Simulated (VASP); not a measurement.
# MoS2 (P6_3/mmc) in VASP: single point with r2SCAN

Aim: the single point of MoS2 with r2SCAN.

Program: VASP 6.6.1. These are calculated values, not measurements. Logs are shortened: lines on timing, memory, paths and dates and some standing lists are left out, and cuts for length are marked.

### 1 The cell of the first run

Symmetry: P6_3/mmc, No. 194, hexagonal system. Conventional cell: a = 3.158 Å, b = 3.158 Å, c = 12.448 Å, α = 90.00°, β = 90.00°, γ = 120.00°. Within 3.2 Å of Mo (site symmetry -6m2) lie 6 S at 2.43 Å and 6 Mo at 3.16 Å. S (site symmetry 3m) has 3 Mo at 2.43 Å and 7 S at 3.16 to 3.21 Å within 3.3 Å.

### 2 Single point, r2SCAN

The input, POSCAR:

```
MoS2
1.0
    1.5787528700      2.7344764700      0.0000000000
   -1.5787528700      2.7344764700      0.0000000000
    0.0000000000      0.0000000000     12.4476728900
Mo S
2 4
Direct
    0.3333300000      0.3333400000      0.2500000000
    0.6666600000      0.6666700000      0.7500000000
    0.3333300000      0.3333400000      0.6210000000
    0.6666600000      0.6666700000      0.1210000000
    0.3333300000      0.3333400000      0.8790000000
    0.6666700000      0.6666700000      0.3790000000
```

The input, INCAR.step1:

```
SYSTEM = MoS2
PREC     = Accurate       ! precision mode
ENCUT    = 520            ! plane-wave cutoff, eV
ISMEAR   = -1             ! smearing method
SIGMA    = 0.1            ! smearing width, eV
LREAL    = .FALSE.        ! projectors in reciprocal space
LASPH    = .TRUE.         ! aspherical terms in the spheres
NELM     = 60             ! most SCF steps
NBANDS   = 35             ! bands
GGA      = PE             ! functional
ALGO     = Normal         ! electronic algorithm
EDIFF    = 1E-4           ! SCF threshold, eV
LWAVE    = .TRUE.         ! write WAVECAR
LCHARG   = .FALSE.        ! write CHGCAR
```

The input, INCAR.step2:

```
SYSTEM = MoS2
PREC     = Accurate       ! precision mode
ENCUT    = 520            ! plane-wave cutoff, eV
EDIFF    = 1E-6           ! SCF threshold, eV
ISMEAR   = -1             ! smearing method
SIGMA    = 0.1            ! smearing width, eV
LREAL    = .FALSE.        ! projectors in reciprocal space
LASPH    = .TRUE.         ! aspherical terms in the spheres
NELM     = 60             ! most SCF steps
ALGO     = Normal         ! electronic algorithm
ISIF     = 2              ! what is computed and relaxed
LWAVE    = .FALSE.        ! write WAVECAR
LCHARG   = .TRUE.         ! write CHGCAR
METAGGA  = R2SCAN         ! meta-GGA
LMIXTAU  = .TRUE.       
LELF     = .TRUE.         ! ELF
LVHAR    = .TRUE.       
NBANDS   = 35             ! bands
ISTART   = 1
```

The input, KPOINTS:

```
regular mesh
0
G
  9 9 2
  0 0 0
```

Potentials or basis: VASP PAW PBE potentials, release 64 (Mo_sv, S).

Command:

```sh
> cat potpaw_PBE.64/Mo_sv/POTCAR potpaw_PBE.64/S/POTCAR > POTCAR
> cp INCAR.step1 INCAR
> mpirun -np 1 vasp_std > vasp.out
> cp INCAR.step2 INCAR
> mpirun -np 1 vasp_std > vasp.out
```

OUTCAR:

```text
SYSTEM = MoS2
   PREC = Accurate
   ENCUT = 520
   EDIFF = 1E-6
   ISMEAR = -1
   LREAL = .FALSE.
   LASPH = .TRUE.
   NELM = 60
   ISIF = 2
   METAGGA = R2SCAN
   ISTART = 1

 ion  position               nearest neighbor table
   1  0.333  0.333  0.250-   4 2.43   6 2.43   6 2.43   4 2.43   4 2.43   6 2.43
   2  0.667  0.667  0.750-   3 2.43   5 2.43   3 2.43   5 2.43   3 2.43   5 2.43
   3  0.333  0.333  0.621-   2 2.43   2 2.43   2 2.43
   4  0.667  0.667  0.121-   1 2.43   1 2.43   1 2.43
   5  0.333  0.333  0.879-   2 2.43   2 2.43   2 2.43
   6  0.667  0.667  0.379-   1 2.43   1 2.43   1 2.43

  LATTYP: Found a hexagonal cell.
 ALAT       =     3.1575025241
 C/A-ratio  =     3.9422527124

  Lattice vectors:

 A1 = (   1.5787528700,  -2.7344764700,   0.0000000000)
 A2 = (   1.5787528700,   2.7344764700,   0.0000000000)
 A3 = (   0.0000000000,   0.0000000000,  12.4476728900)

Analysis of symmetry for initial positions (statically):
=====================================================================
 Subroutine PRICEL returns:
 Original cell was already a primitive cell.

 Routine SETGRP: Setting up the symmetry group for a
 hexagonal supercell.

 Subroutine GETGRP returns: Found  1 space group operations
 (whereof  1 operations were pure point group operations)
 out of a pool of 24 trial point group operations.

The static configuration has the point symmetry C_1 .

Analysis of symmetry for dynamics (positions and initial velocities):
=====================================================================
 Subroutine PRICEL returns:
 Original cell was already a primitive cell.

 Routine SETGRP: Setting up the symmetry group for a
 hexagonal supercell.

 Subroutine GETGRP returns: Found  1 space group operations
 (whereof  1 operations were pure point group operations)
 out of a pool of 24 trial point group operations.

The dynamic configuration has the point symmetry C_1 .

 Subroutine INISYM returns: Found  1 space group operations
 (whereof  1 operations are pure point group operations),
 and found     1 'primitive' translations

----------------------------------------------------------------------------------------

                                     Primitive cell

  volume of cell :     107.4748
[... 89 lines left out ...]
   ISTART =      1    job   : 0-new  1-cont  2-samecut
   ICHARG =      0    charge: 1-file 2-atom 10-const
   ISPIN  =      1    spin polarized calculation?
   LNONCOLLINEAR =      F non collinear calculations
   LSORBIT =      F    spin-orbit coupling
   LASPH  =      T    aspherical Exc in radial PAW
   ENCUT  =  520.0 eV  38.22 Ry    6.18 a.u.   5.87  5.87 23.14*2*pi/ulx,y,z
   NELM   =     60;   NELMIN=  2; NELMDL=  0     # of ELM steps
   EDIFF  = 0.1E-05   stopping-criterion for ELM
   LREAL  =      F    real-space projection
   EDIFFG = 0.1E-04   stopping-criterion for IOM
   NSW    =      0    number of steps for IOM
   IBRION =     -1    ionic relax: 0-MD 1-quasi-New 2-CG
   NFREE  =      0    steps in history (QN), initial steepest desc. (CG)
   ISIF   =      2    stress and relaxation
   ISYM   =      2    0-nonsym 1-usesym 2-fastsym
   POTIM  = 0.5000    time-step for ionic-motion
   TEBEG  =    0.0;   TEEND  =   0.0 temperature during run
   PSTRESS=    0.0 pullay stress
   NELECT =      52.0000    total number of electrons
   NUPDOWN=      -1.0000    fix difference up-down
   EMIN   =  10.00;   EMAX   =-10.00  energy-range for DOS
   EFERMI =   0.00;   METHOD = LEGACY
   ISMEAR =    -1;   SIGMA  =   0.10  broadening in eV -4-tet -1-fermi 0-gaus
   EFERMI_NEDOS =   21; number of points for ismear=-14 and -15
   IALGO  =     38    algorithm
   IMIX   =      4    mixing-type and parameters
     AMIX     =   0.40;   BMIX     =  1.00
     AMIX_MAG =   1.60;   BMIX_MAG =  1.00
  volume/ion in A,a.u.               =      17.91       120.88
  Fermi-wavevector in a.u.,A,eV,Ry     =   1.285209  2.428693 22.473591  1.651762
  Thomas-Fermi vector in A             =   2.417357
   LORBIT       =      0    0 simple, 1 ext, 2 COOP (PROOUT), +10 PAW based schemes
   METAGGA = R2SCAN    functional components
   LHFCALC =     F    Hartree Fock is set to
   AEXX    =    0.0000 exact exchange contribution
   IVDW    =     0    specifies the selected vdW correction
   LEPSILON=     F    determine dielectric tensor
   LRPA    =     F    only Hartree local field effects (RPA)
 non-spin polarized calculation
  energy-cutoff  :      520.00
  volume of cell :      107.47
 maximum number of plane-waves:      2918
   NGX = 11   NGY = 11   NGZ = 47

 number of electron      51.9999998 magnetization

 Free energy of the ion-electron system (eV)
  ---------------------------------------------------
  ext. energy  EPLUGINS =         0.00000000
  ---------------------------------------------------
  free energy    TOTEN  =       -89.95843122 eV

  energy without entropy =      -89.95807573  energy(sigma->0) =      -89.95825348

 E-fermi :   7.6207     XC(G=0): -11.5161

 val. band max:        7.1837082051   @ k =   0.0000   0.0000   0.0000
 cond. band min:       8.2964637404   @ k =  -0.1111   0.2222   0.0000
 fundamental gap:      1.1127555353
 Fermi energy:         7.6206961522

 k-point     1 :       0.0000    0.0000    0.0000
  band No.  band energies     occupation
      1     -56.1459      2.00000
      2     -56.1459      2.00000
      3     -29.5608      2.00000
      4     -29.5608      2.00000
      5     -29.3127      2.00000
      6     -29.3127      2.00000
[... 901 lines left out ...]
     34      11.5555      0.00000
     35      13.8297      0.00000

 [... further k-points ...]
[... 5 lines left out ...]
  --------------------------------------------------------------------------------------
  -------------------------------------------------------------------------------------
  Total        0.1570093      0.1576362     -4.3938376      0.0000359     -0.0003633     -0.0002111
  in kB        2.3406124      2.3499574    -65.5010228      0.0005354     -0.0054157     -0.0031466
  external PRESSURE =     -20.2701510 kB  Pullay stress =       0.0000000 kB

 VOLUME and BASIS-vectors are now :
 -----------------------------------------------------------------------------
  energy-cutoff  :      520.00
  volume of cell :      107.47
      direct lattice vectors                 reciprocal lattice vectors
     1.578752870  2.734476470  0.000000000     0.316705679  0.182850357  0.000000000
    -1.578752870  2.734476470  0.000000000    -0.316705679  0.182850357  0.000000000
     0.000000000  0.000000000 12.447672890     0.000000000  0.000000000  0.080336301

 POSITION                                       TOTAL-FORCE (eV/Angst)
 -----------------------------------------------------------------------------------
     -0.00002      1.82299      3.11192         0.000149     -0.000089     -0.000002
     -0.00002      3.64596      9.33575         0.000001      0.000349      0.000002
     -0.00002      1.82299      7.73000         0.000001     -0.000175      0.922143
     -0.00002      3.64596      1.50617        -0.000007      0.000165      0.922147
     -0.00002      1.82299     10.94150        -0.000001     -0.000178     -0.922147
      0.00000      3.64599      4.71767        -0.000144     -0.000072     -0.922143
 -----------------------------------------------------------------------------------
    total drift:                               -0.000000      0.000001     -0.000000

  FREE ENERGIE OF THE ION-ELECTRON SYSTEM (eV)
  ---------------------------------------------------
  free  energy   TOTEN  =       -89.9584312243 eV

  energy  without entropy=      -89.9580757314  energy(sigma->0) =      -89.95825348
```

OSZICAR.step1:

```text
N       E                     dE             d eps       ncg     rms          rms(c)
DAV:   1     0.439654886072E+03    0.43965E+03   -0.29379E+04  6348   0.141E+03
DAV:   2    -0.232835805059E+02   -0.46294E+03   -0.44770E+03  6845   0.366E+02
DAV:   3    -0.460724898638E+02   -0.22789E+02   -0.22316E+02  7004   0.735E+01
DAV:   4    -0.465418947174E+02   -0.46940E+00   -0.46824E+00  6832   0.106E+01
DAV:   5    -0.465505118066E+02   -0.86171E-02   -0.86160E-02  6777   0.147E+00    0.324E+01
DAV:   6    -0.444936522111E+02    0.20569E+01   -0.12811E+01  6284   0.229E+01    0.125E+01
DAV:   7    -0.440015637555E+02    0.49209E+00   -0.66792E+00  6135   0.157E+01    0.792E+00
DAV:   8    -0.435591949499E+02    0.44237E+00   -0.99156E-01  6128   0.666E+00    0.301E+00
DAV:   9    -0.435716399328E+02   -0.12445E-01   -0.12539E-01  6657   0.177E+00    0.136E+00
DAV:  10    -0.435607398489E+02    0.10900E-01   -0.40170E-02  6269   0.135E+00    0.404E-01
DAV:  11    -0.435609400697E+02   -0.20022E-03   -0.24560E-03  6184   0.258E-01    0.236E-01
DAV:  12    -0.435607732118E+02    0.16686E-03   -0.40587E-04  5558   0.114E-01    0.117E-01
DAV:  13    -0.435607566977E+02    0.16514E-04   -0.17869E-04  3385   0.750E-02
   1 F= -.43560757E+02 E0= -.43560463E+02  d E =-.587712E-03
```

It took 19 min on 1 thread of Oxide Virtual Turin-like, shared host; peak memory 0.36 GiB.

What came out:

| Property | Result |
| --- | --- |
| Free energy | -89.9584 eV |
| Pressure | -2.0 GPa |
| Largest force | 0.922 eV/Å |
| Band gap on the k mesh | 1.11 eV (least direct gap 1.86 eV) |

Forces on the atoms (eV/Å):
```
Mo   0.000  0.000  0.000
Mo   0.000  0.000  0.000
S    0.000  0.000  0.922
S    0.000  0.000  0.922
S    0.000  0.000 -0.922
S    0.000  0.000 -0.922
```

Stress tensor (GPa, compression positive):
```
 0.23  0.00  0.00
 0.00  0.23  0.00
 0.00  0.00 -6.55
```

Levels at points of the mesh, in eV from the valence-band top:
| k point | band 24 | band 25 | band 26 | band 27 | band 28 | band 29 |
| --- | --- | --- | --- | --- | --- | --- |
| (0.00, 0.00, 0.00) | -1.26 | -1.17 | 0.00 | 2.42 | 2.42 | 2.46 |
| (0.00, 0.00, 0.50) | -1.92 | -0.28 | -0.28 | 2.42 | 2.42 | 2.42 |

Caveat: the stress differs along the axes, from -7 to 0 GPa; the PAW data sets were made with another functional, which shifts forces and pressure a little. A k mesh can miss the band edges.
